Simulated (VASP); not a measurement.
Write the native input for VASP 6.6.1 that does the following.

```
Task                   : single point
Functional             : PBE
Dispersion             : D3(BJ)
Potentials or basis    : VASP PAW PBE potentials, release 64 (Pb_d, S)
Cutoff                 : 520 eV
k mesh                 : 10 × 10 × 10
Occupations            : gaussian, width 0.02 eV
Spin                   : no spin polarisation
Dipole correction      : no
Further INCAR settings : ALGO = Normal; EDIFF = 1e-06; NBANDS = 17
```

The structure of PbS lies in POSCAR:

```
PbS
1.0
    0.0000000000      2.9073413860      2.9073413860
    2.9073413860      0.0000000000      2.9073413860
    2.9073413860      2.9073413860      0.0000000000
Pb S
1 1
Direct
    0.0000000000      0.0000000000      0.0000000000
    0.5000000000      0.5000000000      0.5000000000
```

One way to write it, as run:

INCAR

```
ALGO = Normal
EDIFF = 1E-6
ENCUT = 520
GGA = PE
ISIF = 2
ISMEAR = 0
IVDW = 12
LASPH = T
LCHARG = F
LREAL = F
LWAVE = F
NBANDS = 17
NELM = 100
PREC = Accurate
SIGMA = 0.02
```

KPOINTS

```
k-points
0
Gamma
  10 10 10
```

Potentials or basis: VASP PAW PBE potentials, release 64 (Pb_d, S).

Run with:

```sh
$ cat potpaw_PBE.64/Pb_d/POTCAR potpaw_PBE.64/S/POTCAR > POTCAR
$ mpirun -np 1 vasp_std > vasp.out
```

Results of the run:

The pressure is 3.9 GPa and the band gap on the k mesh is 0.12 eV. The dispersion energy per atom is -0.369 eV.

Caveat: the cell stands under pressure; spin-orbit coupling is left out, which moves the levels of the heavy elements.

Run time: 47 s on 1 thread of AMD EPYC 7R13 (shared host), peak memory 0.17 GiB.
